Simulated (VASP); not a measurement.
# Sr8Ti9O24 (a cell with a defect) in VASP: single point with PBEsol

Aim: the single point of Sr8Ti9O24 (a cell with a defect) with PBEsol.

Everything below comes from runs of VASP 6.6.1. Logs are shortened: lines on timing, memory, paths and dates and some standing lists are left out, and cuts for length are marked.

## Step 1: The cell of the first run

The cell holds a defect, 41 atoms: a = 7.783 Å, b = 7.783 Å, c = 7.783 Å, α = 90.00°, β = 90.00°, γ = 90.00°.

## Step 2: Single point, PBEsol

File INCAR:

```
PREC = Accurate ; ENCUT = 520
EDIFF = 1E-6 ; ISMEAR = -1
SIGMA = 0.05 ; LREAL = Auto
LASPH = T ; NELM = 80
ALGO = Normal ; ISIF = 2
LWAVE = F ; LCHARG = F
GGA = PS ; NELECT = 330.0
ISYM = 0 ; NBANDS = 192
```

File KPOINTS:

```
Automatic mesh
0
Gamma
  1 1 1
  0.25 0.25 0.25
```

File POSCAR:

```
Sr8Ti9O24
1.0
    7.7828210000      0.0000000000      0.0000000000
    0.0000000000      7.7828210000      0.0000000000
    0.0000000000      0.0000000000      7.7828210000
Sr Ti O
8 9 24
Direct
    0.9620490000      0.9939360000      0.9104020000
    0.9797730000      0.9991040000      0.5220760000
    0.0043410000      0.5035150000      0.0022780000
    0.0010980000      0.5049010000      0.5025650000
    0.4957920000      0.0043410000      0.9946400000
    0.5050650000      0.0020180000      0.5128270000
    0.5171150000      0.5034990000      0.9985410000
    0.5190070000      0.5053280000      0.4846370000
    0.0889300000      0.0402510000      0.1820720000
    0.2472520000      0.2561490000      0.7485290000
    0.2669280000      0.7439090000      0.2568430000
    0.2487220000      0.7469400000      0.7456400000
    0.7620520000      0.2537440000      0.2389120000
    0.7379050000      0.2598640000      0.7396970000
    0.7647260000      0.7551790000      0.2395990000
    0.7354840000      0.7433860000      0.7395390000
    0.2735070000      0.2647670000      0.2697090000
    0.2160150000      0.1933830000      0.0250780000
    0.2762700000      0.3019580000      0.5170060000
    0.2191320000      0.8266990000      0.0287510000
    0.2745640000      0.7135470000      0.5134170000
    0.7730590000      0.2689620000      0.9953720000
    0.7350600000      0.2435060000      0.4977250000
    0.7705430000      0.7427470000      0.9948020000
    0.7363980000      0.7671650000      0.4973670000
    0.0141360000      0.2591690000      0.2876540000
    0.9977140000      0.2578480000      0.7346420000
    0.0167520000      0.7684230000      0.2822330000
    0.9982120000      0.7473070000      0.7327210000
    0.5176530000      0.2473180000      0.2353090000
    0.4963570000      0.2555060000      0.7803780000
    0.5138620000      0.7723160000      0.2378140000
    0.4965400000      0.7529720000      0.7776160000
    0.2640200000      0.0080260000      0.3312850000
    0.2458240000      0.0050620000      0.7253230000
    0.2704860000      0.5106600000      0.2191070000
    0.2488170000      0.5063330000      0.8075590000
    0.8126580000      0.0085330000      0.2189730000
    0.7309040000      0.0035500000      0.7425890000
    0.7665210000      0.5097950000      0.2550940000
    0.7396940000      0.5037870000      0.7300300000
```

Potentials or basis: VASP PAW PBE potentials, release 64 (Sr_sv, Ti_sv, O).

On the command line:

```sh
$ cat potpaw_PBE.64/Sr_sv/POTCAR potpaw_PBE.64/Ti_sv/POTCAR potpaw_PBE.64/O/POTCAR > POTCAR
$ mpirun -np 1 vasp_std > vasp.out
```

OUTCAR:

```text
PREC = Accurate
   ENCUT = 520
   EDIFF = 1E-6
   ISMEAR = -1
   LREAL = Auto
   LASPH = T
   NELM = 80
   ISIF = 2
   GGA = PS
   NELECT = 330.0
   ISYM = 0

 ion  position               nearest neighbor table
   1  0.962  0.994  0.910-  39 2.22   9 2.36  29 2.38  27 2.48  24 2.54  20 2.56  35 2.64  18 2.67
                            38 2.67  22 2.68  16 2.95  14 3.02   2 3.03  12 3.21  10 3.27  28 3.41
   2  0.980  0.999  0.522-  29 2.56  39 2.59  28 2.61  35 2.61  27 2.61  25 2.62  34 2.67  38 2.69
                            23 2.70  26 2.74   9 2.80   1 3.03  21 3.19  16 3.23  14 3.25  19 3.30
   3  0.004  0.504  0.002-  37 2.43  22 2.56  24 2.60  36 2.67  40 2.70  27 2.83  29 2.83  26 2.92
                            18 2.93  41 2.95  28 3.00  20 3.03  15 3.27  13 3.28  10 3.34  12 3.35
   4  0.001  0.505  0.503-  26 2.54  29 2.60  27 2.64  40 2.65  19 2.66  28 2.68  21 2.68  41 2.70
                            25 2.90  23 2.90  36 3.04  37 3.06  12 3.29  10 3.33  16 3.33  14 3.35
   5  0.496  0.004  0.995-  31 2.57  20 2.57  33 2.58  32 2.62  18 2.64  30 2.67  39 2.68  35 2.86
                            24 2.95  22 2.98  38 3.02  34 3.18  10 3.35  14 3.38  11 3.38  12 3.39
   6  0.505  0.002  0.513-  34 2.35  39 2.51  25 2.57  23 2.60  35 2.61  32 2.79  33 2.83  31 2.87
                            21 2.87  30 2.88  19 2.94  16 3.22  14 3.23  38 3.31  17 3.32  12 3.35
   7  0.517  0.503  0.999-  37 2.56  36 2.58  31 2.58  33 2.60  22 2.70  24 2.71  41 2.71  30 2.71
                            40 2.79  32 2.80  16 3.23  14 3.26  13 3.30  15 3.33  11 3.37  18 3.37
   8  0.519  0.505  0.485-  19 2.48  21 2.51  41 2.57  40 2.63  23 2.64  25 2.65  30 2.79  32 2.83
                            36 2.83  33 2.99  31 3.02  17 3.16  16 3.19  11 3.23  14 3.24  37 3.28
   9  0.089  0.040  0.182-  34 1.81  18 1.97  26 1.98  38 2.18  20 2.28  28 2.32   1 2.36  17 2.36
                            11 2.75   2 2.80   5 3.50   3 3.92
  10  0.247  0.256  0.749-  19 1.85  27 1.95  31 1.95  35 1.96  37 2.00  18 2.22   1 3.27   4 3.33
                             3 3.34   5 3.35   6 3.36   2 3.38   7 3.45   8 3.53
  11  0.267  0.744  0.257-  36 1.84  20 1.92  32 1.94  28 1.97  21 2.01  34 2.14   9 2.75   8 3.23
                             7 3.37   4 3.38   6 3.38   5 3.38   3 3.41   2 3.63
  12  0.249  0.747  0.746-  21 1.84  37 1.93  33 1.95  29 1.95  35 2.02  20 2.30   1 3.21   4 3.29
                             3 3.35   6 3.35   2 3.36   5 3.39   7 3.44   8 3.48
  13  0.762  0.254  0.239-  22 1.90  30 1.90  38 1.95  40 2.00  26 2.00  23 2.03   3 3.28   7 3.30
                             8 3.33   4 3.39   2 3.41   5 3.42   6 3.52   1 3.61
  14  0.738  0.260  0.740-  23 1.89  41 1.90  31 1.91  39 2.00  22 2.01  27 2.02   1 3.02   6 3.23
                             8 3.24   2 3.25   7 3.26   4 3.35   5 3.38   3 3.47
  15  0.765  0.755  0.240-  24 1.91  40 1.91  32 1.96  28 1.99  38 2.01  25 2.02   3 3.27   7 3.33
                             8 3.33   2 3.35   4 3.37   5 3.43   6 3.51   1 3.52
  16  0.735  0.743  0.740-  41 1.87  33 1.88  25 1.89  24 2.01  39 2.03  29 2.05   1 2.95   8 3.19
                             6 3.22   7 3.23   2 3.23   4 3.33   5 3.40   3 3.47
  17  0.274  0.265  0.270-  30 1.92  19 1.95  36 1.95  26 2.02  18 2.03  34 2.06   9 2.36   8 3.16
                             6 3.32   4 3.36   7 3.39   5 3.42   3 3.49   2 3.65
  18  0.216  0.193  0.025-   9 1.97  17 2.03  10 2.22   5 2.64   1 2.67   3 2.93   7 3.37
[... 9 lines left out ...]
  28  0.017  0.768  0.282-  11 1.97  15 1.99   9 2.32   2 2.61   4 2.68   3 3.00   1 3.41
  29  0.998  0.747  0.733-  12 1.95  16 2.05   1 2.38   2 2.56   4 2.60   3 2.83
  30  0.518  0.247  0.235-  13 1.90  17 1.92   5 2.67   7 2.71   8 2.79   6 2.88
  31  0.496  0.256  0.780-  14 1.91  10 1.95   5 2.57   7 2.58   6 2.87   8 3.02
  32  0.514  0.772  0.238-  11 1.94  15 1.96   5 2.62   6 2.79   7 2.80   8 2.83
  33  0.497  0.753  0.778-  16 1.88  12 1.95   5 2.58   7 2.60   6 2.83   8 2.99
  34  0.264  0.008  0.331-   9 1.81  17 2.06  11 2.14   6 2.35   2 2.67   5 3.18
  35  0.246  0.005  0.725-  10 1.96  12 2.02   2 2.61   6 2.61   1 2.64   5 2.86
  36  0.270  0.511  0.219-  11 1.84  17 1.95   7 2.58   3 2.67   8 2.83   4 3.04
  37  0.249  0.506  0.808-  12 1.93  10 2.00   3 2.43   7 2.56   4 3.06   8 3.28
  38  0.813  0.009  0.219-  13 1.95  15 2.01   9 2.18   1 2.67   2 2.69   5 3.02   6 3.31
  39  0.731  0.004  0.743-  14 2.00  16 2.03   1 2.22   6 2.51   2 2.59   5 2.68
  40  0.767  0.510  0.255-  15 1.91  13 2.00   8 2.63   4 2.65   3 2.70   7 2.79
  41  0.740  0.504  0.730-  16 1.87  14 1.90   8 2.57   4 2.70   7 2.71   3 2.95

IMPORTANT INFORMATION: All symmetrisations will be switched off!
NOSYMM: (Re-)initialisation of all symmetry stuff for point group C_1.

----------------------------------------------------------------------------------------

                                     Primitive cell

  volume of cell :     471.4234

  direct lattice vectors                    reciprocal lattice vectors
     7.782821000  0.000000000  0.000000000     0.128488115  0.000000000  0.000000000
     0.000000000  7.782821000  0.000000000     0.000000000  0.128488115  0.000000000
     0.000000000  0.000000000  7.782821000     0.000000000  0.000000000  0.128488115

  length of vectors
     7.782821000  7.782821000  7.782821000     0.128488115  0.128488115  0.128488115

  position of ions in fractional coordinates (direct lattice)
     0.962049000  0.993936000  0.910402000
     0.979773000  0.999104000  0.522076000
     0.004341000  0.503515000  0.002278000
     0.001098000  0.504901000  0.502565000
     0.495792000  0.004341000  0.994640000
     0.505065000  0.002018000  0.512827000
[... 33 lines left out ...]
     0.766521000  0.509795000  0.255094000
     0.739694000  0.503787000  0.730030000

  ion indices of the primitive-cell ions
[... 60 lines left out ...]

  Shift w.r.t. Gamma in fractional coordinates (k-lattice)
     0.250000000  0.250000000  0.250000000

 Subroutine IBZKPT returns following result:
 ===========================================

 Found      4 irreducible k-points:

 Following reciprocal coordinates:
            Coordinates               Weight
  0.250000  0.250000  0.250000      2.000000
 -0.250000  0.250000  0.250000      2.000000
 -0.250000 -0.250000  0.250000      2.000000
  0.250000 -0.250000  0.250000      2.000000
   k-points           NKPTS =      4   k-points in BZ     NKDIM =      4   number of bands    NBANDS=    192
   number of dos      NEDOS =    301   number of ions     NIONS =     41
   total plane-waves  NPLWV = 216000
   dimension x,y,z NGX =    60 NGY =   60 NGZ =   60
   dimension x,y,z NGXF=   120 NGYF=  120 NGZF=  120
   ions per type =               8   9  24
   NGX,Y,Z   is equivalent  to a cutoff of  12.82, 12.82, 12.82 a.u.
   NGXF,Y,Z  is equivalent  to a cutoff of  25.63, 25.63, 25.63 a.u.
 SYSTEM =  unknown system
   PREC   = accura    normal or accurate (medium, high low for compatibility)
   ISTART =      0    job   : 0-new  1-cont  2-samecut
   ICHARG =      2    charge: 1-file 2-atom 10-const
   ISPIN  =      1    spin polarized calculation?
   LNONCOLLINEAR =      F non collinear calculations
   LSORBIT =      F    spin-orbit coupling
   LASPH  =      T    aspherical Exc in radial PAW
   ENCUT  =  520.0 eV  38.22 Ry    6.18 a.u.  14.47 14.47 14.47*2*pi/ulx,y,z
   NELM   =     80;   NELMIN=  2; NELMDL= -5     # of ELM steps
   EDIFF  = 0.1E-05   stopping-criterion for ELM
   LREAL  =      T    real-space projection
   EDIFFG = 0.1E-04   stopping-criterion for IOM
   NSW    =      0    number of steps for IOM
   IBRION =     -1    ionic relax: 0-MD 1-quasi-New 2-CG
   NFREE  =      0    steps in history (QN), initial steepest desc. (CG)
   ISIF   =      2    stress and relaxation
   ISYM   =      0    0-nonsym 1-usesym 2-fastsym
   POTIM  = 0.5000    time-step for ionic-motion
   TEBEG  =    0.0;   TEEND  =   0.0 temperature during run
   PSTRESS=    0.0 pullay stress
   NELECT =     330.0000    total number of electrons
   NUPDOWN=      -1.0000    fix difference up-down
   EMIN   =  10.00;   EMAX   =-10.00  energy-range for DOS
   EFERMI =   0.00;   METHOD = LEGACY
   ISMEAR =    -1;   SIGMA  =   0.05  broadening in eV -4-tet -1-fermi 0-gaus
   EFERMI_NEDOS =   21; number of points for ismear=-14 and -15
   IALGO  =     38    algorithm
   IMIX   =      4    mixing-type and parameters
     AMIX     =   0.40;   BMIX     =  1.00
     AMIX_MAG =   1.60;   BMIX_MAG =  1.00
  volume/ion in A,a.u.               =      11.50        77.59
  Fermi-wavevector in a.u.,A,eV,Ry     =   1.453592  2.746890 28.748142  2.112929
  Thomas-Fermi vector in A             =   2.570840
   LORBIT       =      0    0 simple, 1 ext, 2 COOP (PROOUT), +10 PAW based schemes
   GGA     = PS    functional components
   LHFCALC =     F    Hartree Fock is set to
   AEXX    =    0.0000 exact exchange contribution
   IVDW    =     0    specifies the selected vdW correction
   LEPSILON=     F    determine dielectric tensor
   LRPA    =     F    only Hartree local field effects (RPA)
 non-spin polarized calculation
  energy-cutoff  :      520.00
  volume of cell :      471.42
 maximum number of plane-waves:     12704
 NGX is ok and might be reduce to    60
   NGX = 29   NGY = 29   NGZ = 29

 number of electron     329.9999992 magnetization

 Free energy of the ion-electron system (eV)
  ---------------------------------------------------
  ext. energy  EPLUGINS =         0.00000000
  ---------------------------------------------------
  free energy    TOTEN  =      -354.12945037 eV

  energy without entropy =     -354.10673660  energy(sigma->0) =     -354.11809348

 E-fermi :   6.6142     XC(G=0): -11.7078

 val. band max:        6.4453646873   @ k =   0.2500  -0.2500   0.2500
 cond. band min:       6.8065016740   @ k =   0.2500  -0.2500   0.2500
 fundamental gap:      0.3611369867
 Fermi energy:         6.6142127086

 k-point     1 :       0.2500    0.2500    0.2500
  band No.  band energies     occupation
      1     -51.7404      2.00000
      2     -51.7052      2.00000
      3     -51.6734      2.00000
      4     -51.6659      2.00000
      5     -51.6637      2.00000
      6     -51.5974      2.00000
[... 709 lines left out ...]
    176       7.9504      0.00000
    177       7.9584      0.00000
 [bands above 177 left out]

------------------------ aborting loop because EDIFF is reached ----------------------------------------

  FORCE on cell =-STRESS in cart. coord.  units (eV):
  Direction    XX          YY          ZZ          XY          YZ          ZX
  --------------------------------------------------------------------------------------
  -------------------------------------------------------------------------------------
  Total       -1.8522981     -7.8137237      7.7332268      0.1421571      1.3654805      9.8750070
  in kB       -6.2952118    -26.5556848     26.2821084      0.4831346      4.6407157     33.5611528
  external PRESSURE =      -2.1895961 kB  Pullay stress =       0.0000000 kB

 VOLUME and BASIS-vectors are now :
 -----------------------------------------------------------------------------
  energy-cutoff  :      520.00
  volume of cell :      471.42
      direct lattice vectors                 reciprocal lattice vectors
     7.782821000  0.000000000  0.000000000     0.128488115  0.000000000  0.000000000
     0.000000000  7.782821000  0.000000000     0.000000000  0.128488115  0.000000000
     0.000000000  0.000000000  7.782821000     0.000000000  0.000000000  0.128488115

 POSITION                                       TOTAL-FORCE (eV/Angst)
 -----------------------------------------------------------------------------------
      7.48746      7.73563      7.08550         0.070371     -0.061496     -0.046200
      7.62540      7.77585      4.06322        -0.000388     -0.010904      0.024339
      0.03379      3.91877      0.01773        -0.023290      0.002369      0.002513
      0.00855      3.92955      3.91137        -0.006212      0.035473      0.015246
      3.85866      0.03379      7.74111         0.033838     -0.017632      0.004124
      3.93083      0.01571      3.99124         0.044137      0.000693      0.037153
[... 33 lines left out ...]
      5.96570      3.96764      1.98535         0.001337     -0.014174     -0.023323
      5.75691      3.92088      5.68169         0.017737      0.004901      0.005304
 -----------------------------------------------------------------------------------
    total drift:                                0.018335      0.000239      0.014441

  FREE ENERGIE OF THE ION-ELECTRON SYSTEM (eV)
  ---------------------------------------------------
  free  energy   TOTEN  =      -354.1294503653 eV

  energy  without entropy=     -354.1067365983  energy(sigma->0) =     -354.11809348
```

Run time: 31 min. Hardware: 1 thread of AMD EPYC 7R43 (Zen 3), shared host; peak memory 0.58 GiB.

Results:

- Free energy: -354.1295 eV
- Largest force: 0.264 eV/Å

Forces on the atoms (eV/Å):
```
Sr   0.070 -0.061 -0.046
Sr   0.000 -0.011  0.024
Sr  -0.023  0.002  0.003
Sr  -0.006  0.035  0.015
Sr   0.034 -0.018  0.004
Sr   0.044  0.001  0.037
Sr   0.015  0.013 -0.027
Sr   0.045  0.007  0.047
Ti  -0.216 -0.126 -0.085
Ti   0.070  0.037  0.088
Ti   0.044  0.094  0.038
Ti   0.078  0.060  0.088
Ti   0.036 -0.018  0.059
Ti   0.053  0.006  0.053
Ti   0.110  0.029  0.056
Ti   0.081  0.042  0.018
Ti   0.117  0.122  0.082
O   -0.017  0.045  0.027
O   -0.049 -0.052 -0.101
O   -0.027 -0.011 -0.001
O   -0.027 -0.010 -0.076
O   -0.017 -0.016 -0.001
O   -0.005 -0.011 -0.081
O   -0.060 -0.020  0.011
O   -0.036 -0.035 -0.088
O   -0.018 -0.008  0.007
O    0.019  0.049 -0.020
O    0.032 -0.001  0.027
O   -0.044 -0.071  0.004
O   -0.058 -0.007 -0.012
O   -0.049 -0.028 -0.007
O   -0.012 -0.009 -0.030
O   -0.079 -0.013 -0.020
O    0.046 -0.060 -0.012
O    0.001 -0.010 -0.010
O   -0.021 -0.060 -0.021
O   -0.006 -0.025 -0.014
O   -0.034  0.139  0.002
O   -0.108  0.006 -0.022
O    0.001 -0.014 -0.023
O    0.018  0.005  0.005
```

Caveat: the cell carries a net charge on a neutralising background, which shifts energy and pressure; the cell is charged against a uniform background, so pressure and absolute levels hang on convention; the PAW data sets were made with another functional, which shifts forces and pressure a little.
